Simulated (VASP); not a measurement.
Set up this calculation in VASP 6.6.1, as the native input.

* Task: single point
* Functional: PBE
* Potentials or basis: VASP PAW PBE potentials, release 64 (O, Ba_sv, S)
* Cutoff: 520 eV
* k mesh: 6 × 6 × 4
* Occupations: gaussian, width 0.01 eV
* Spin: no spin polarisation
* Dipole correction: no
* Further INCAR settings: ALGO = Normal; EDIFF = 1e-07; NBANDS = 24

The structure of Ba2SO lies in POSCAR:

```
Ba2SO
1.0
    4.3462239337      0.0000000000      0.0000000000
    0.0000000000      4.3462239337      0.0000000000
    0.0000000000      0.0000000000      6.1524615457
O Ba S
1 2 1
Direct
    0.0000000000      0.0000000000      0.0000000000
    0.0000000000      0.0000000000      0.5000000000
    0.5000000000      0.5000000000      0.0000000000
    0.5000000000      0.5000000000      0.5000000000
```

This cell differs from its parent crystal: volume changed by +3%.

These files were run (other wordings do the same):

INCAR

```
PREC     = Accurate       # precision mode
ENCUT    = 520            # plane-wave cutoff, eV
EDIFF    = 1E-7           # SCF threshold, eV
ISMEAR   = 0              # smearing method
SIGMA    = 0.01           # smearing width, eV
LREAL    = F              # projectors in reciprocal space
LASPH    = T              # aspherical terms in the spheres
NELM     = 100            # most SCF steps
ALGO     = Normal         # electronic algorithm
ISIF     = 2              # what is computed and relaxed
LWAVE    = F              # write WAVECAR
LCHARG   = F              # write CHGCAR
GGA      = PE             # functional
NBANDS   = 24             # bands
```

KPOINTS

```
Automatic mesh
0
Gamma
  6 6 4
```

Potentials or basis: VASP PAW PBE potentials, release 64 (O, Ba_sv, S).

Launch:

```console
$ cat potpaw_PBE.64/O/POTCAR potpaw_PBE.64/Ba_sv/POTCAR potpaw_PBE.64/S/POTCAR > POTCAR
$ mpirun -np 1 vasp_std > vasp.out
```

Results of the run:

```json
{
 "Pressure": "-0.6 GPa",
 "Band gap on the k mesh": "1.60 eV, direct"
}
```

Caveat: spin-orbit coupling is left out, which moves the levels of the heavy elements.

It used 58 s of CPU time on 1 thread of Intel Xeon 6975P-C, with other jobs on the host.
